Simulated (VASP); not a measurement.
# CdI2 (P-3m1) in VASP: single point with PBE

Aim: the single point of CdI2 with PBE.

Everything below comes from runs of VASP 6.6.1. Logs are shortened: lines on timing, memory, paths and dates and some standing lists are left out, and cuts for length are marked.

### 1 The cell of the first run

It takes space group P-3m1 (No. 164, trigonal). The conventional cell has a = 4.061 Å, b = 4.061 Å, c = 6.770 Å, α = 90.00°, β = 90.00°, γ = 120.00°. Cd (site symmetry -3m) has 6 I at 2.96 Å within 3.9 Å. Within 3.9 Å of I (site symmetry 3m) lie 3 Cd at 2.96 Å.

### 2 Single point, PBE (strained)

The input, INCAR:

```
PREC     = Accurate       # precision mode
ENCUT    = 500            # plane-wave cutoff, eV
EDIFF    = 1E-6           # SCF threshold, eV
ISMEAR   = 0              # smearing method
SIGMA    = 0.02           # smearing width, eV
LREAL    = F              # projectors in reciprocal space
LASPH    = T              # aspherical terms in the spheres
NELM     = 120            # most SCF steps
ALGO     = Normal         # electronic algorithm
ISIF     = 2              # what is computed and relaxed
LWAVE    = F              # write WAVECAR
LCHARG   = T              # write CHGCAR
GGA      = PE             # functional
LELF     = T              # ELF
LVHAR    = T            
NBANDS   = 20             # bands
GGA_COMPAT= F
```

The input, KPOINTS:

```
Automatic mesh
0
Gamma
  9 9 4
```

The input, POSCAR:

```
CdI2
1.0
    4.0613799285      0.0000000000      0.0000000000
   -2.0306899642      3.5172581924      0.0000000000
    0.0000000000      0.0000000000      6.7696272300
Cd I
1 2
Direct
    0.0000000000      0.0000000000      0.0000000000
    0.3333333333      0.6666666667      0.2670560267
    0.6666666667      0.3333333333      0.7329439733
```

Potentials or basis: VASP PAW PBE potentials, release 64 (Cd, I).

Command:

```
$ cat potpaw_PBE.64/Cd/POTCAR potpaw_PBE.64/I/POTCAR > POTCAR
$ mpirun -np 1 vasp_std > vasp.out
```

OUTCAR:

```text
PREC = Accurate
   ENCUT = 500
   EDIFF = 1E-6
   ISMEAR = 0
   LREAL = F
   LASPH = T
   NELM = 120
   ISIF = 2
   GGA = PE

 ion  position               nearest neighbor table
   1  0.000  0.000  0.000-   2 2.96   3 2.96   2 2.96   3 2.96   3 2.96   2 2.96
   2  0.333  0.667  0.267-   1 2.96   1 2.96   1 2.96
   3  0.667  0.333  0.733-   1 2.96   1 2.96   1 2.96

  LATTYP: Found a hexagonal cell.
 ALAT       =     4.0613799285
 C/A-ratio  =     1.6668293411

  Lattice vectors:

 A1 = (   4.0613799285,   0.0000000000,   0.0000000000)
 A2 = (  -2.0306899642,   3.5172581924,   0.0000000000)
 A3 = (   0.0000000000,   0.0000000000,   6.7696272300)

Analysis of symmetry for initial positions (statically):
=====================================================================
 Subroutine PRICEL returns:
 Original cell was already a primitive cell.

 Routine SETGRP: Setting up the symmetry group for a
 hexagonal supercell.

 Subroutine GETGRP returns: Found 12 space group operations
 (whereof 12 operations were pure point group operations)
 out of a pool of 24 trial point group operations.

The static configuration has the point symmetry D_3d.

Analysis of symmetry for dynamics (positions and initial velocities):
=====================================================================
 Subroutine PRICEL returns:
 Original cell was already a primitive cell.

 Routine SETGRP: Setting up the symmetry group for a
 hexagonal supercell.

 Subroutine GETGRP returns: Found 12 space group operations
 (whereof 12 operations were pure point group operations)
 out of a pool of 24 trial point group operations.

The dynamic configuration has the point symmetry D_3d.

 Subroutine INISYM returns: Found 12 space group operations
 (whereof 12 operations are pure point group operations),
 and found     1 'primitive' translations

----------------------------------------------------------------------------------------

                                     Primitive cell

  volume of cell :      96.7036

  direct lattice vectors                    reciprocal lattice vectors
     4.061379929  0.000000000  0.000000000     0.246221732  0.142156183  0.000000000
    -2.030689964  3.517258192  0.000000000     0.000000000  0.284312366  0.000000000
     0.000000000  0.000000000  6.769627230     0.000000000  0.000000000  0.147718621

  length of vectors
     4.061379929  4.061379928  6.769627230     0.284312366  0.284312366  0.147718621

  position of ions in fractional coordinates (direct lattice)
     0.000000000  0.000000000  0.000000000
     0.333333333  0.666666667  0.267056027
     0.666666667  0.333333333  0.732943973

  ion indices of the primitive-cell ions
   primitive index   ion index
                 1           1
                 2           2
                 3           3

----------------------------------------------------------------------------------------

 KPOINTS: Automatic mesh

Automatic generation of k-mesh.
 Grid dimensions read from file:
 generate k-points for:    9    9    4

 Generating k-lattice:

  Cartesian coordinates                     Fractional coordinates (reciprocal lattice)
     0.027357970  0.015795131  0.000000000     0.111111111  0.000000000  0.000000000
     0.000000000  0.031590263  0.000000000     0.000000000  0.111111111  0.000000000
     0.000000000  0.000000000  0.036929655     0.000000000  0.000000000  0.250000000

  Length of vectors
     0.031590263  0.031590263  0.036929655

  Shift w.r.t. Gamma in fractional coordinates (k-lattice)
     0.000000000  0.000000000  0.000000000

 Subroutine IBZKPT returns following result:
 ===========================================

 Found     43 irreducible k-points:

 Following reciprocal coordinates:
            Coordinates               Weight
  0.000000  0.000000  0.000000      1.000000
  0.111111 -0.000000  0.000000      6.000000
  0.222222 -0.000000  0.000000      6.000000
  0.333333  0.000000  0.000000      6.000000
  0.444444 -0.000000  0.000000      6.000000
  0.111111  0.111111  0.000000      6.000000
[... 16 lines left out ...]
  0.222222  0.111111  0.250000     12.000000
 -0.111111  0.333333  0.250000     12.000000
 [... further k-points ...]
   k-points           NKPTS =     43   k-points in BZ     NKDIM =     43   number of bands    NBANDS=     20
   number of dos      NEDOS =    301   number of ions     NIONS =      3
   total plane-waves  NPLWV =  45000
   dimension x,y,z NGX =    30 NGY =   30 NGZ =   50
   dimension x,y,z NGXF=    60 NGYF=   60 NGZF=  100
   ions per type =               1   2
   NGX,Y,Z   is equivalent  to a cutoff of  12.28, 12.28, 12.28 a.u.
   NGXF,Y,Z  is equivalent  to a cutoff of  24.56, 24.56, 24.56 a.u.
 SYSTEM =  unknown system
   PREC   = accura    normal or accurate (medium, high low for compatibility)
   ISTART =      0    job   : 0-new  1-cont  2-samecut
   ICHARG =      2    charge: 1-file 2-atom 10-const
   ISPIN  =      1    spin polarized calculation?
   LNONCOLLINEAR =      F non collinear calculations
   LSORBIT =      F    spin-orbit coupling
   LASPH  =      T    aspherical Exc in radial PAW
   ENCUT  =  500.0 eV  36.75 Ry    6.06 a.u.   7.40  7.40 12.34*2*pi/ulx,y,z
   NELM   =    120;   NELMIN=  2; NELMDL= -5     # of ELM steps
   EDIFF  = 0.1E-05   stopping-criterion for ELM
   LREAL  =      F    real-space projection
   EDIFFG = 0.1E-04   stopping-criterion for IOM
   NSW    =      0    number of steps for IOM
   IBRION =     -1    ionic relax: 0-MD 1-quasi-New 2-CG
   NFREE  =      0    steps in history (QN), initial steepest desc. (CG)
   ISIF   =      2    stress and relaxation
   ISYM   =      2    0-nonsym 1-usesym 2-fastsym
   POTIM  = 0.5000    time-step for ionic-motion
   TEBEG  =    0.0;   TEEND  =   0.0 temperature during run
   PSTRESS=    0.0 pullay stress
   NELECT =      26.0000    total number of electrons
   NUPDOWN=      -1.0000    fix difference up-down
   EMIN   =  10.00;   EMAX   =-10.00  energy-range for DOS
   EFERMI =   0.00;   METHOD = LEGACY
   ISMEAR =     0;   SIGMA  =   0.02  broadening in eV -4-tet -1-fermi 0-gaus
   EFERMI_NEDOS =   21; number of points for ismear=-14 and -15
   IALGO  =     38    algorithm
   IMIX   =      4    mixing-type and parameters
     AMIX     =   0.40;   BMIX     =  1.00
     AMIX_MAG =   1.60;   BMIX_MAG =  1.00
  volume/ion in A,a.u.               =      32.23       217.53
  Fermi-wavevector in a.u.,A,eV,Ry     =   1.056619  1.996720 15.190138  1.116444
  Thomas-Fermi vector in A             =   2.191861
   LORBIT       =      0    0 simple, 1 ext, 2 COOP (PROOUT), +10 PAW based schemes
   GGA     = PE    functional components
   LHFCALC =     F    Hartree Fock is set to
   AEXX    =    0.0000 exact exchange contribution
   IVDW    =     0    specifies the selected vdW correction
   LEPSILON=     F    determine dielectric tensor
   LRPA    =     F    only Hartree local field effects (RPA)
 non-spin polarized calculation
 Gauss-broadening in eV      SIGMA  =   0.02
  energy-cutoff  :      500.00
  volume of cell :       96.70
 maximum number of plane-waves:      2475
 NGX is ok and might be reduce to    30
   NGX = 15   NGY = 15   NGZ = 25

 number of electron      26.0000002 magnetization

 Free energy of the ion-electron system (eV)
  ---------------------------------------------------
  ext. energy  EPLUGINS =         0.00000000
  ---------------------------------------------------
  free energy    TOTEN  =        -5.28840704 eV

  energy without entropy =       -5.28840704  energy(sigma->0) =       -5.28840704

 E-fermi :   3.3818     XC(G=0):  -9.1008

 val. band max:        3.2356917402   @ k =   0.0000   0.0000   0.5000
 cond. band min:       5.2789709083   @ k =   0.0000   0.4444   0.2500
 fundamental gap:      2.0432791682
 Fermi energy:         3.3818118149

 k-point     1 :       0.0000    0.0000    0.0000
  band No.  band energies     occupation
      1      -9.4712      2.00000
      2      -8.6419      2.00000
      3      -4.6924      2.00000
      4      -4.6924      2.00000
      5      -4.6008      2.00000
      6      -4.4898      2.00000
[... 12 lines left out ...]
     19      12.4587      0.00000
     20      12.4587      0.00000

 k-point     2 :       0.1111   -0.0000    0.0000
  band No.  band energies     occupation
      1      -9.3942      2.00000
      2      -8.6207      2.00000
      3      -4.6801      2.00000
      4      -4.6680      2.00000
      5      -4.5825      2.00000
      6      -4.4932      2.00000
[... 12 lines left out ...]
     19      11.4286      0.00000
     20      12.0581      0.00000

 k-point     3 :       0.2222   -0.0000    0.0000
  band No.  band energies     occupation
      1      -9.1837      2.00000
      2      -8.5696      2.00000
      3      -4.6579      2.00000
      4      -4.6221      2.00000
      5      -4.5285      2.00000
      6      -4.4903      2.00000
[... 12 lines left out ...]
     19      11.1401      0.00000
     20      12.3543      0.00000

 k-point     4 :       0.3333    0.0000    0.0000
  band No.  band energies     occupation
      1      -8.9045      2.00000
      2      -8.5234      2.00000
      3      -4.6496      2.00000
      4      -4.6078      2.00000
      5      -4.5106      2.00000
      6      -4.4397      2.00000
[... 12 lines left out ...]
     19      11.9676      0.00000
     20      12.4967      0.00000

 k-point     5 :       0.4444   -0.0000    0.0000
  band No.  band energies     occupation
      1      -8.6616      2.00000
      2      -8.5330      2.00000
      3      -4.6518      2.00000
      4      -4.6165      2.00000
      5      -4.5141      2.00000
      6      -4.4077      2.00000
[... 12 lines left out ...]
     19      12.4159      0.00000
     20      12.8828      0.00000
[... 353 lines left out ...]
      6      -4.4077      2.00000
[... 12 lines left out ...]
     19      11.5228      0.00000
     20      13.7455      0.00000

 k-point    22 :       0.1111    0.1111    0.2500
  band No.  band energies     occupation
      1      -9.1644      2.00000
      2      -8.6950      2.00000
      3      -4.6665      2.00000
      4      -4.6387      2.00000
      5      -4.5482      2.00000
      6      -4.4967      2.00000
[... 12 lines left out ...]
     19      11.2959      0.00000
     20      11.6098      0.00000

 k-point    23 :       0.2222    0.1111    0.2500
  band No.  band energies     occupation
      1      -8.9280      2.00000
      2      -8.6228      2.00000
      3      -4.6512      2.00000
      4      -4.5925      2.00000
      5      -4.5107      2.00000
      6      -4.4731      2.00000
[... 12 lines left out ...]
     19      11.3507      0.00000
     20      12.3602      0.00000

 k-point    24 :      -0.1111    0.3333    0.2500
  band No.  band energies     occupation
      1      -8.9529      2.00000
      2      -8.5907      2.00000
      3      -4.6533      2.00000
      4      -4.6035      2.00000
      5      -4.5114      2.00000
      6      -4.4831      2.00000
[... 12 lines left out ...]
     19      10.9859      0.00000
     20      11.8534      0.00000

 [... further k-points ...]
[... 5 lines left out ...]
  --------------------------------------------------------------------------------------
  -------------------------------------------------------------------------------------
  Total        2.9967866      2.9967866      1.7572775      0.0000000      0.0000000      0.0000000
  in kB       49.6505166     49.6505166     29.1144307      0.0000000      0.0000000      0.0000000
  external PRESSURE =      42.8051546 kB  Pullay stress =       0.0000000 kB

 VOLUME and BASIS-vectors are now :
 -----------------------------------------------------------------------------
  energy-cutoff  :      500.00
  volume of cell :       96.70
      direct lattice vectors                 reciprocal lattice vectors
     4.061379929  0.000000000  0.000000000     0.246221732  0.142156183  0.000000000
    -2.030689964  3.517258192  0.000000000     0.000000000  0.284312366  0.000000000
     0.000000000  0.000000000  6.769627230     0.000000000  0.000000000  0.147718621

 POSITION                                       TOTAL-FORCE (eV/Angst)
 -----------------------------------------------------------------------------------
      0.00000      0.00000      0.00000        -0.000000      0.000000      0.000000
     -0.00000      2.34484      1.80787         0.000000     -0.000000     -0.090590
      2.03069      1.17242      4.96176         0.000000      0.000000      0.090590
 -----------------------------------------------------------------------------------
    total drift:                                0.000000     -0.000000      0.000000

  FREE ENERGIE OF THE ION-ELECTRON SYSTEM (eV)
  ---------------------------------------------------
  free  energy   TOTEN  =        -5.2884070443 eV

  energy  without entropy=       -5.2884070443  energy(sigma->0) =       -5.28840704
```

Wall time 2 min (1 thread of Intel Xeon 8259CL, shared host); peak memory 0.25 GiB.

What came out:

- Free energy: -5.2884 eV
- Pressure: 4.3 GPa
- Largest force: 0.091 eV/Å
- Band gap on the k mesh: 2.04 eV, indirect (least direct gap 2.55 eV)

Forces on the atoms (eV/Å):
```
Cd   0.000  0.000  0.000
I    0.000  0.000 -0.091
I    0.000  0.000  0.091
```

Caveat: the cell differs from its parent crystal (strained); spin-orbit coupling is left out, which moves the levels of the heavy elements; this functional lacks dispersion, which binds the layers, so the pressure and a relaxed spacing across them are unreliable. A k mesh can miss the band edges.
